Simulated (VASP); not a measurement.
# LiF in VASP: further runs

The runs below take LiF through single point, with LDA.

Program: VASP 6.6.1. These are calculated values, not measurements. Logs are shortened: lines on timing, memory, paths and dates and some standing lists are left out, and cuts for length are marked.

## (1) The cell of the first run

The structure is cubic, space group Fm-3m (No. 225). The conventional cell has a = 4.229 Å, b = 4.229 Å, c = 4.229 Å, α = 90.00°, β = 90.00°, γ = 90.00°. Li (site symmetry m-3m) has 6 F at 2.11 Å within 2.8 Å. F (site symmetry m-3m) has 6 Li at 2.11 Å within 2.8 Å.

## (2) Single point, LDA (strain +0.050 along x and y, +0.050 along z)

INCAR

```
SYSTEM = LiF
PREC = Accurate
ENCUT = 520
EDIFF = 1E-7
ISMEAR = 0
SIGMA = 0.05
LREAL = .False.
LASPH = .True.
NELM = 60
ALGO = Normal
ISIF = 2
LWAVE = .False.
LCHARG = .True.
LELF = .True.
LVHAR = .True.
NBANDS = 12
```

KPOINTS

```
Automatic mesh
0
Gamma
  10 10 10
  0 0 0
```

POSCAR

```
LiF
1.0
    0.0000000000      2.1147000000      2.1147000000
    2.1147000000      0.0000000000      2.1147000000
    2.1147000000      2.1147000000      0.0000000000
Li F
1 1
Direct
    0.0000000000      0.0000000000      0.0000000000
    0.5000000000      0.5000000000      0.5000000000
```

Potentials or basis: VASP PAW LDA potentials, release 64 (Li_sv, F).

Command:

```console
> cat potpaw_LDA.64/Li_sv/POTCAR potpaw_LDA.64/F/POTCAR > POTCAR
> mpirun -np 1 vasp_std > vasp.out
```

OUTCAR:

```text
SYSTEM = LiF
   PREC = Accurate
   ENCUT = 520
   EDIFF = 1E-7
   ISMEAR = 0
   LREAL = .False.
   LASPH = .True.
   NELM = 60
   ISIF = 2

 ion  position               nearest neighbor table
   1  0.000  0.000  0.000-   2 2.11   2 2.11   2 2.11   2 2.11   2 2.11   2 2.11
   2  0.500  0.500  0.500-   1 2.11   1 2.11   1 2.11   1 2.11   1 2.11   1 2.11

  LATTYP: Found a face centered cubic cell.
 ALAT       =     4.2294000000

  Lattice vectors:

 A1 = (   0.0000000000,   2.1147000000,   2.1147000000)
 A2 = (   2.1147000000,   0.0000000000,   2.1147000000)
 A3 = (   2.1147000000,   2.1147000000,   0.0000000000)

Analysis of symmetry for initial positions (statically):
=====================================================================
 Subroutine PRICEL returns:
 Original cell was already a primitive cell.

 Routine SETGRP: Setting up the symmetry group for a
 face centered cubic supercell.

 Subroutine GETGRP returns: Found 48 space group operations
 (whereof 48 operations were pure point group operations)
 out of a pool of 48 trial point group operations.

The static configuration has the point symmetry O_h .

Analysis of symmetry for dynamics (positions and initial velocities):
=====================================================================
 Subroutine PRICEL returns:
 Original cell was already a primitive cell.

 Routine SETGRP: Setting up the symmetry group for a
 face centered cubic supercell.

 Subroutine GETGRP returns: Found 48 space group operations
 (whereof 48 operations were pure point group operations)
 out of a pool of 48 trial point group operations.

The dynamic configuration has the point symmetry O_h .

 Subroutine INISYM returns: Found 48 space group operations
 (whereof 48 operations are pure point group operations),
 and found     1 'primitive' translations

----------------------------------------------------------------------------------------

                                     Primitive cell

  volume of cell :      18.9137

  direct lattice vectors                    reciprocal lattice vectors
     0.000000000  2.114700000  2.114700000    -0.236440157  0.236440157  0.236440157
     2.114700000  0.000000000  2.114700000     0.236440157 -0.236440157  0.236440157
     2.114700000  2.114700000  0.000000000     0.236440157  0.236440157 -0.236440157

  length of vectors
     2.990637420  2.990637420  2.990637420     0.409526365  0.409526365  0.409526365

  position of ions in fractional coordinates (direct lattice)
     0.000000000  0.000000000  0.000000000
     0.500000000  0.500000000  0.500000000

  ion indices of the primitive-cell ions
   primitive index   ion index
                 1           1
                 2           2

----------------------------------------------------------------------------------------
[... 82 lines left out ...]
   NUPDOWN=      -1.0000    fix difference up-down
   EMIN   =  10.00;   EMAX   =-10.00  energy-range for DOS
   EFERMI =   0.00;   METHOD = LEGACY
   ISMEAR =     0;   SIGMA  =   0.05  broadening in eV -4-tet -1-fermi 0-gaus
   EFERMI_NEDOS =   21; number of points for ismear=-14 and -15
   IALGO  =     38    algorithm
   IMIX   =      4    mixing-type and parameters
     AMIX     =   0.40;   BMIX     =  1.00
     AMIX_MAG =   1.60;   BMIX_MAG =  1.00
  volume/ion in A,a.u.               =       9.46        63.82
  Fermi-wavevector in a.u.,A,eV,Ry     =   1.323781  2.501583 23.842789  1.752396
  Thomas-Fermi vector in A             =   2.453364
   LORBIT       =      0    0 simple, 1 ext, 2 COOP (PROOUT), +10 PAW based schemes
   GGA     = CA    functional components
   LHFCALC =     F    Hartree Fock is set to
   AEXX    =    0.0000 exact exchange contribution
   IVDW    =     0    specifies the selected vdW correction
   LEPSILON=     F    determine dielectric tensor
   LRPA    =     F    only Hartree local field effects (RPA)
 non-spin polarized calculation
 Gauss-broadening in eV      SIGMA  =   0.05
  energy-cutoff  :      520.00
  volume of cell :       18.91
 maximum number of plane-waves:       532
 NGX is ok and might be reduce to    24
   NGX = 11   NGY = 11   NGZ = 11

 number of electron      10.0000004 magnetization

 Free energy of the ion-electron system (eV)
  ---------------------------------------------------
  ext. energy  EPLUGINS =         0.00000000
  ---------------------------------------------------
  free energy    TOTEN  =       -10.31532431 eV

  energy without entropy =      -10.31532431  energy(sigma->0) =      -10.31532431

 E-fermi :  -1.7450     XC(G=0):  -9.9579

 val. band max:       -2.1128252436   @ k =   0.0000   0.0000   0.0000
 cond. band min:       5.5279809186   @ k =   0.0000   0.0000   0.0000
 fundamental gap:      7.6408061622
 Fermi energy:        -1.7449520688

 k-point     1 :       0.0000    0.0000    0.0000
  band No.  band energies     occupation
      1     -42.2231      2.00000
      2     -21.3133      2.00000
      3      -2.1128      2.00000
      4      -2.1128      2.00000
      5      -2.1128      2.00000
      6       5.5280      0.00000
      7      19.5307      0.00000
      8      19.5307      0.00000
      9      19.5307      0.00000
     10      20.3867      0.00000
     11      20.3867      0.00000
     12      20.3867      0.00000
[... 331 lines left out ...]
 k-point    24 :       0.4000    0.3000    0.0000
  band No.  band energies     occupation
      1     -42.1855      2.00000
      2     -20.9029      2.00000
      3      -4.0849      2.00000
      4      -2.8386      2.00000
      5      -2.7443      2.00000
      6       9.3560      0.00000
      7      13.3372      0.00000
      8      14.5560      0.00000
      9      16.0541      0.00000
     10      17.1288      0.00000
     11      28.3313      0.00000
     12      29.9062      0.00000

 [... further k-points ...]
[... 5 lines left out ...]
  --------------------------------------------------------------------------------------
  -------------------------------------------------------------------------------------
  Total       -1.5021348     -1.5021348     -1.5021348     -0.0000000      0.0000000      0.0000000
  in kB     -127.2457245   -127.2457245   -127.2457245     -0.0000000      0.0000000      0.0000000
  external PRESSURE =    -127.2457245 kB  Pullay stress =       0.0000000 kB

 VOLUME and BASIS-vectors are now :
 -----------------------------------------------------------------------------
  energy-cutoff  :      520.00
  volume of cell :       18.91
      direct lattice vectors                 reciprocal lattice vectors
     0.000000000  2.114700000  2.114700000    -0.236440157  0.236440157  0.236440157
     2.114700000  0.000000000  2.114700000     0.236440157 -0.236440157  0.236440157
     2.114700000  2.114700000  0.000000000     0.236440157  0.236440157 -0.236440157

 POSITION                                       TOTAL-FORCE (eV/Angst)
 -----------------------------------------------------------------------------------
      0.00000      0.00000      0.00000         0.000000      0.000000     -0.000000
      2.11470      2.11470      2.11470        -0.000000     -0.000000      0.000000
 -----------------------------------------------------------------------------------
    total drift:                               -0.000000     -0.000000      0.000000

  FREE ENERGIE OF THE ION-ELECTRON SYSTEM (eV)
  ---------------------------------------------------
  free  energy   TOTEN  =       -10.3153243097 eV

  energy  without entropy=      -10.3153243097  energy(sigma->0) =      -10.31532431
```

Wall time 3.3 s (1 thread of Intel Xeon 6975P-C (Granite Rapids), shared host); peak memory 0.12 GiB.

What came out:

- Free energy: -10.3153 eV
- Band gap on the k mesh: 7.64 eV, direct

Caveat: the cell differs from its parent crystal (strain +0.050 along x and y, +0.050 along z); the cutoff is under 1.25 times the usual one of these potentials, so pressure, stress and relaxed cells hold a basis-set (Pulay) error.

## (3) Single point, LDA (strain -0.050 along x and y, +0.000 along z)

INCAR

```
ALGO = Normal
EDIFF = 1E-6
ENCUT = 520
GGA = CA
ISIF = 2
ISMEAR = 0
LASPH = T
LCHARG = T
LELF = T
LREAL = F
LVHAR = T
LWAVE = F
NBANDS = 12
NELM = 100
PREC = Accurate
SIGMA = 0.05
```

KPOINTS

```
k-points
0
Gamma
  10 10 10
```

POSCAR

```
LiF
1.0
    0.0000000000      1.9133000000      2.0140000000
    1.9133000000      0.0000000000      2.0140000000
    1.9133000000      1.9133000000      0.0000000000
Li F
1 1
Direct
    0.0000000000      0.0000000000      0.0000000000
    0.5000000000      0.5000000000      0.5000000000
```

Potentials or basis: VASP PAW LDA potentials, release 64 (Li_sv, F).

Command:

```console
> cat potpaw_LDA.64/Li_sv/POTCAR potpaw_LDA.64/F/POTCAR > POTCAR
> mpirun -np 1 vasp_std > vasp.out
```

It took 5.1 s on 1 thread of Intel Xeon 6975P-C (Granite Rapids), shared host; peak memory 0.12 GiB.

It converged, with:

- Free energy: -10.4903 eV
- Band gap on the k mesh: 9.73 eV, direct

Levels at points of the mesh, in eV from the valence-band top:
```csv
k point,band 1,band 2,band 3,band 4,band 5,band 6,band 7,band 8,band 9,band 10
"(0.00, 0.00, 0.00)",-39.64,-19.94,-0.12,-0.12,0.00,9.73,23.89,24.57,25.05,25.05
"(0.50, 0.00, 0.00)",-39.53,-19.42,-2.97,-0.41,-0.27,10.84,17.54,18.70,19.64,31.37
"(0.50, 0.50, 0.00)",-39.52,-19.09,-3.71,-1.15,-1.15,14.70,16.93,18.37,21.44,21.44
"(0.50, 0.00, 0.50)",-39.50,-19.01,-3.65,-1.52,-1.15,15.67,16.21,18.37,20.24,21.13
```

Caveat: the cell differs from its parent crystal (strain -0.050 along x and y, +0.000 along z); the cutoff is under 1.25 times the usual one of these potentials, so pressure, stress and relaxed cells hold a basis-set (Pulay) error.

## (4) Single point, LDA (strain -0.050 along x and y, -0.025 along z)

INCAR

```
ALGO     = Normal         # electronic algorithm
EDIFF    = 1E-7           # SCF threshold, eV
ENCUT    = 520            # plane-wave cutoff, eV
GGA      = CA             # functional
ISIF     = 2              # what is computed and relaxed
ISMEAR   = 0              # smearing method
LASPH    = T              # aspherical terms in the spheres
LCHARG   = F              # write CHGCAR
LREAL    = F              # projectors in reciprocal space
LWAVE    = F              # write WAVECAR
NBANDS   = 12             # bands
NELM     = 100            # most SCF steps
PREC     = Accurate       # precision mode
SIGMA    = 0.05           # smearing width, eV
```

KPOINTS is that of step 3.

POSCAR

```
LiF
1.0
    0.0000000000      1.9133000000      1.9636500000
    1.9133000000      0.0000000000      1.9636500000
    1.9133000000      1.9133000000      0.0000000000
Li F
1 1
Direct
    0.0000000000      0.0000000000      0.0000000000
    0.5000000000      0.5000000000      0.5000000000
```

Command:

```console
> cat potpaw_LDA.64/Li_sv/POTCAR potpaw_LDA.64/F/POTCAR > POTCAR
> mpirun -np 1 vasp_std > vasp.out
```

Run time: 5.8 s. Hardware: 1 thread of Intel Xeon 6975P-C (Granite Rapids), shared host; peak memory 0.12 GiB.

The run converged. Its results:

```
Free energy            : -10.4906 eV
Band gap on the k mesh : 10.03 eV, direct
```

Levels at points of the mesh, in eV from the valence-band top:
| k point | band 1 | band 2 | band 3 | band 4 | band 5 | band 6 | band 7 | band 8 | band 9 | band 10 |
| --- | --- | --- | --- | --- | --- | --- | --- | --- | --- | --- |
| (0.00, 0.00, 0.00) | -39.59 | -19.99 | -0.07 | -0.07 | 0.00 | 10.03 | 24.64 | 24.98 | 25.22 | 25.22 |
| (0.50, 0.00, 0.00) | -39.47 | -19.45 | -3.03 | -0.36 | -0.29 | 11.01 | 17.90 | 19.12 | 19.62 | 32.11 |
| (0.50, 0.50, 0.00) | -39.44 | -19.07 | -3.79 | -1.22 | -1.22 | 15.28 | 16.82 | 18.72 | 21.51 | 21.51 |
| (0.50, 0.00, 0.50) | -39.43 | -19.03 | -3.76 | -1.42 | -1.22 | 15.79 | 16.45 | 18.72 | 20.89 | 21.36 |

Caveat: the cell differs from its parent crystal (strain -0.050 along x and y, -0.025 along z); the cutoff is under 1.25 times the usual one of these potentials, so pressure, stress and relaxed cells hold a basis-set (Pulay) error.

## (5) Overview

```csv
cell,gap on the mesh (eV)
"a = 2.991 Å, angles 60.0°, 2 atoms",7.64
"a = 2.778, b = 2.778, c = 2.706 Å, angles 60.9, 60.9, 58.3°, 2 atoms",9.73
"a = 2.742, b = 2.742, c = 2.706 Å, angles 60.4, 60.4, 59.1°, 2 atoms",10.03
```

Alike in all rows: task single point; level LDA; potentials or basis VASP PAW LDA potentials, release 64 (Li_sv, F); no spin polarisation; k mesh 10 × 10 × 10; cutoff (eV) 520; smearing gaussian 0.05 eV.

Caveats: the cutoff is under 1.25 times the usual one of these potentials, so pressure, stress and relaxed cells hold a basis-set (Pulay) error.

Absolute energies hang on the potentials; compare differences alone.
